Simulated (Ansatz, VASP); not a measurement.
**Two plane-wave programs on Li2GaC6**

```
Li Ga C
1.0
     0.00000    3.77817    3.77817
     3.77817    0.00000    3.77817
     3.77817    3.77817    0.00000
Li Ga C
2 1 6
Direct
  0.25000 0.25000 0.25000
  0.50000 0.50000 0.50000
  0.00000 0.00000 0.00000
  0.27533 0.72467 0.72467
  0.72467 0.27533 0.27533
  0.72467 0.27533 0.72467
  0.27533 0.72467 0.27533
  0.72467 0.72467 0.27533
  0.27533 0.27533 0.72467
```

Alike in both runs: functional PBE; k mesh 4 × 4 × 4; occupations gaussian, width 0.1 eV; no spin polarisation.

Ansatz relaxed the structure, and its values are those at the end. VASP's run is a single point on that final structure, the one shown.

|  | VASP | Ansatz |
| --- | --- | --- |
| version | VASP 6.6.1 | Ansatz 0.2.0 |
| potentials or method | VASP PAW PBE potentials, release 64 (Li_sv, Ga_d, C_h), cutoff 910 eV | scalar-relativistic, plane waves, PAW |
| valence electrons in the cell | 43 | 43 |

Ansatz gave:

| Quantity | Value |
| --- | --- |
| gap on the k mesh at the Fermi level (eV) | none |
| rms of the force components (eV/Å) | 0.001 |

**Question.** Estimate VASP's values.

**Answer.** gap on the k mesh at the Fermi level (eV): none; rms of the force components (eV/Å): 0.018.

A gap of «none» marks a metal or a gap that the smearing closes. With one functional, cell and mesh, what is left measures potentials, basis and numerics.

The k mesh is coarse, so the values compare programs but aren't converged. Noted on VASP's run: the cutoff is short for stress, so the pressure is rough.
